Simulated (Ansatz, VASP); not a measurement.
Two plane-wave programs on TiB

Contents of INCAR:

```
SYSTEM = TiB
  PREC = Accurate
  ENCUT = 420
  EDIFF = 1E-8
  ISMEAR = -1
  SIGMA = 0.05
  LREAL = .FALSE.
  LASPH = .TRUE.
  NELM = 120
  ALGO = Normal
  ISIF = 2
  LWAVE = .FALSE.
  LCHARG = .FALSE.
  LEFG = .TRUE.
  NBANDS = 14
  GGA_COMPAT = .FALSE.
```

Contents of KPOINTS:

```
regular mesh
0
G
  13 13 13
  0 0 0
```

File POSCAR:

```
TiB
1.0
    0.0000000000      2.1010000000      2.1430200000
    2.1010000000      0.0000000000      2.1430200000
    2.1010000000      2.1010000000      0.0000000000
Ti B
1 1
Direct
    0.7500000000      0.7500000000      0.7500000000
    0.0000000000      0.0000000000      0.0000000000
```

Input for Ansatz:

```yaml
crystal:
  lattice:
    - [0.0, 2.101, 2.14302]
    - [2.101, 0.0, 2.14302]
    - [2.101, 2.101, 0.0]
  atoms:
    - { symbol: Ti, position: [0.75, 0.75, 0.75] }
    - { symbol: B, position: [0.0, 0.0, 0.0] }
kpoints:
  mp_grid: { grid: [13, 13, 13] }
scf:
  occupations: { method: fermi_dirac, width: 0.05 }
hamiltonian:
  xc: lda
  pseudopotentials: { kind: paw }
output:
  forces: true
  stress: true
  eigenvalues: true
  efg: { contact_densities: true }
  write_density: true
  write_potential: true
  elf: true
  volumetric_format: npy
```

Change from the starting cell: zz strain of +2 %, PAW files.

Alike in both runs: task electric field gradients; functional LDA; k mesh 13 × 13 × 13; occupations fermi-dirac, width 0.05 eV; no spin polarisation.

```csv
,VASP,Ansatz
version,VASP 6.6.1,Ansatz 0.2.0
potentials or method,"VASP PAW LDA potentials, release 64 (Ti_sv, B)","PAW with Ansatz's default frozen-core files, scalar-relativistic"
plane-wave cutoff (eV),420,420
valence electrons in the cell,15,15
```

```tsv
	VASP	Ansatz	Ansatz less VASP
size of Vzz on the site where it differs most (V/Å²)	0.2	0.1	-0.11
```

LDA's correlation is that of Perdew and Zunger in VASP and of Perdew and Wang (1992) in Ansatz.

Noted on VASP's run: the cell as given lies far from equilibrium.
